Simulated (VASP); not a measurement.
A run of VASP 6.6.1 is set up as follows.

The input POSCAR:

```
TiN
1.0
    0.0000000000      2.1162573850      2.1162573850
    2.1162573850      0.0000000000      2.1162573850
    2.1162573850      2.1162573850      0.0000000000
Ti N
1 1
Direct
    0.5000000000      0.5000000000      0.5000000000
    0.0000000000      0.0000000000      0.0000000000
```

Contents of INCAR.step1:

```
SYSTEM = TiN
PREC     = Accurate       ! precision mode
ENCUT    = 520            ! plane-wave cutoff, eV
ISMEAR   = 0              ! smearing method
SIGMA    = 0.05           ! smearing width, eV
LREAL    = .FALSE.        ! projectors in reciprocal space
LASPH    = .TRUE.         ! aspherical terms in the spheres
NELM     = 150            ! most SCF steps
ISPIN    = 2              ! spin polarisation
MAGMOM   = 0.05 0         ! initial moments
LMAXMIX  = 4              ! l up to which the mixer works
NBANDS   = 20             ! bands
GGA      = PE             ! functional
ALGO     = Normal         ! electronic algorithm
EDIFF    = 1E-4           ! SCF threshold, eV
LWAVE    = .TRUE.         ! write WAVECAR
LCHARG   = .FALSE.        ! write CHGCAR
```

Contents of INCAR.step2:

```
SYSTEM = TiN
PREC     = Accurate       ! precision mode
ENCUT    = 520            ! plane-wave cutoff, eV
EDIFF    = 1E-6           ! SCF threshold, eV
ISMEAR   = 0              ! smearing method
SIGMA    = 0.05           ! smearing width, eV
LREAL    = .FALSE.        ! projectors in reciprocal space
LASPH    = .TRUE.         ! aspherical terms in the spheres
NELM     = 150            ! most SCF steps
ALGO     = Normal         ! electronic algorithm
ISIF     = 2              ! what is computed and relaxed
LWAVE    = .FALSE.        ! write WAVECAR
LCHARG   = .TRUE.         ! write CHGCAR
ISPIN    = 2              ! spin polarisation
MAGMOM   = 0.05 0         ! initial moments
LORBIT   = 11             ! projections on sites
LMAXMIX  = 4              ! l up to which the mixer works
METAGGA  = R2SCAN         ! meta-GGA
LMIXTAU  = .TRUE.       
LELF     = .TRUE.         ! ELF
LVHAR    = .TRUE.       
NBANDS   = 20             ! bands
ISTART   = 1
```

File KPOINTS:

```
regular mesh
0
G
  14 14 14
  0 0 0
```

Potentials or basis: VASP PAW PBE potentials, release 64 (Ti_sv, N).

Launch:

```bash
$ cat potpaw_PBE.64/Ti_sv/POTCAR potpaw_PBE.64/N/POTCAR > POTCAR
$ cp INCAR.step1 INCAR
$ mpirun -np 1 vasp_std > vasp.out
$ cp INCAR.step2 INCAR
$ mpirun -np 1 vasp_std > vasp.out
```

Problem. Predict the net moment.

Solution. 0.00 μB per cell.

Problem. Estimate the pressure.

Solution. 1.6 GPa.

Caveat: the PAW data sets were made with another functional, which shifts forces and pressure a little.
